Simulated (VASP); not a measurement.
Set up this calculation in VASP 6.6.1, as the native input.

| Property | Result |
| --- | --- |
| Task | single point |
| Functional | PBE |
| Potentials or basis | VASP PAW PBE potentials, release 64 (Ba_sv, Ti_sv, O_h) |
| Cutoff | 1340 eV |
| k mesh | 6 × 6 × 6 |
| Occupations | gaussian, width 0.05 eV |
| Spin | no spin polarisation |
| Dipole correction | no |
| Further INCAR settings | ALGO = Normal; EDIFF = 1e-06; NBANDS = 28 |

The structure of BaTiO3 lies in POSCAR:

```
BaTiO3
1.0
    4.0192501412      0.0000000000      0.0000000000
    0.0000000000      4.0192501412      0.0000000000
    0.0000000000      0.0000000000      4.0192501412
Ba Ti O
1 1 3
Direct
    0.5000000000      0.5000000000      0.5000000000
    0.0000000000      0.0000000000      0.0000000000
    0.5000000000      0.0000000000      0.0000000000
    0.0000000000      0.5000000000      0.0000000000
    0.0000000000      0.0000000000      0.5000000000
```

One way to write it, as run:

INCAR

```
SYSTEM = BaTiO3
PREC = Accurate ; ENCUT = 1340
EDIFF = 1E-6 ; ISMEAR = 0
SIGMA = 0.05 ; LREAL = .FALSE.
LASPH = .TRUE. ; NELM = 120
ALGO = Normal ; ISIF = 2
LWAVE = .FALSE. ; LCHARG = .FALSE.
GGA = PE ; NBANDS = 28
GGA_COMPAT = .FALSE.
```

KPOINTS

```
regular mesh
0
G
  6 6 6
  0 0 0
```

Potentials or basis: VASP PAW PBE potentials, release 64 (Ba_sv, Ti_sv, O_h).

Run with:

```console
$ cat potpaw_PBE.64/Ba_sv/POTCAR potpaw_PBE.64/Ti_sv/POTCAR potpaw_PBE.64/O_h/POTCAR > POTCAR
$ mpirun -np 1 vasp_std > vasp.out
```

It gave:

```yaml
Pressure: 1.6 GPa
Band_gap_on_the_k_mesh: 1.72 eV (least direct gap 1.88 eV)
```

Caveat: spin-orbit coupling is left out, which moves the levels of the heavy elements.

Wall time 94 s on 1 thread of AMD EPYC 9R45 96-Core Processor (Zen 5), on a shared host, peak memory 0.39 GiB.
